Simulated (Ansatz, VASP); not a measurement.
## AlGaN: VASP beside Ansatz

```
Al Ga N
1.0
     4.49050    0.00000    0.00000
    -2.24525    3.88889    0.00000
     0.00000    0.00000    4.50624
Al Ga N
2 2 2
Direct
  0.33333 0.66667 0.75000
  0.66667 0.33333 0.25000
  0.00000 0.00000 0.25000
  0.00000 0.00000 0.75000
  0.33333 0.66667 0.25000
  0.66667 0.33333 0.75000
```

Alike in both runs: functional PBE; k mesh 6 × 6 × 4; occupations gaussian, width 0.1 eV; no spin polarisation.

Ansatz relaxed the structure, and its values are those at the end. VASP's run is a single point on that final structure, the one shown.

```csv
,VASP,Ansatz
version,VASP 6.6.1,Ansatz 0.2.0
potentials or method,"VASP PAW PBE potentials, release 64 (Al, Ga_d, N), cutoff 520 eV","scalar-relativistic, plane waves, PAW"
valence electrons in the cell,42,42
```

Ansatz gave:

| Item | Value |
| --- | --- |
| gap on the k mesh at the Fermi level (eV) | none |
| pressure (GPa) | -0.2 |

Task: What did VASP give for the same quantities?

Result: gap on the k mesh at the Fermi level (eV): none; pressure (GPa): -0.1.

A gap of «none» marks a metal or a gap that the smearing closes.
